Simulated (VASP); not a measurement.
Si4Hg:

```xyz
5
Lattice="3.8595 0.0000 0.0000 0.0000 3.8595 0.0000 0.0000 0.0000 5.9820" Properties=species:S:1:pos:R:3 pbc="T T T"
Si    0.0000    1.9297    2.9910
Si    1.9297    0.0000    2.9910
Si    1.9297    1.9297    4.7057
Si    1.9297    1.9297    1.2763
Hg    0.0000    0.0000    0.0000
```

The cell was built from a structure type or drawn by symmetry, and may not be a known phase.

```yaml
Program: VASP 6.6.1
Task: relaxation of cell and atoms
Functional: PBE
Potentials_or_basis: VASP PAW PBE potentials, release 64 (Si, Hg)
Cutoff: 500 eV
k_mesh: 10 × 10 × 6
Occupations: gaussian, width 0.1 eV
Spin: no spin polarisation
```

At the start: pressure 0.8 GPa; volume 17.82 Å³/atom.

Problem. Where does the relaxation end?

Solution. Over 29 steps the energy falls by 30.1 meV/atom and the volume is 18.13 Å³/atom (+1.7 %); space group P4/mmm (No. 123, to 0.1 Å) before and after.

Step by step:
```tsv
step	energy change (eV)	largest force (eV/Å)	pressure (GPa)	volume (Å³)
1	0.0000	0.2313	0.81	89.10
2	-0.0120	0.1097	-0.26	90.26
3	-0.0138	0.0316	-0.87	91.02
4	-0.0240	0.0364	-0.52	90.33
5	-0.0279	0.0919	-0.26	89.79
6	-0.0266	0.1746	0.32	88.69
7	-0.0278	0.1566	0.11	89.14
8	-0.0284	0.1290	-0.07	89.47
9	-0.0303	0.0613	0.13	89.26
10	-0.0309	0.0030	0.32	89.08
11	-0.0318	0.0094	-0.15	89.71
12	-0.0318	0.0088	-0.12	89.66
13	-0.0323	0.0121	-0.12	89.64
14	-0.0341	0.0374	-0.13	89.57
15	-0.0496	0.0267	-0.07	89.38
16	-0.0813	0.2162	0.50	88.86
17	-0.0666	0.4632	2.59	87.25
18	-0.0945	0.2672	0.81	88.56
19	-0.1116	0.3671	1.52	87.96
20	-0.1118	0.3579	1.44	88.02
21	-0.1195	0.3362	0.94	88.59
22	-0.1308	0.2737	-0.47	90.33
23	-0.1310	0.2652	-0.66	90.59
24	-0.1363	0.2130	-0.50	90.50
25	-0.1460	0.0510	0.00	90.24
26	-0.1372	0.2629	1.28	89.70
27	-0.1474	0.0377	0.30	90.09
28	-0.1502	0.0132	0.11	90.43
29	-0.1507	0.0029	0.00	90.64
```

Final structure:
```xyz
5
Lattice="3.5613 0.0000 0.0000 0.0000 3.5613 0.0000 0.0000 0.0000 7.1466" Properties=species:S:1:pos:R:3 pbc="T T T"
Si    0.0000    1.7806    3.5733
Si    1.7806    0.0000    3.5733
Si    1.7806    1.7806    5.4884
Si    1.7806    1.7806    1.6582
Hg    0.0000    0.0000    0.0000
```

Caveat: a cell axis changed by over 15 % at a fixed basis, so the end point is rough.
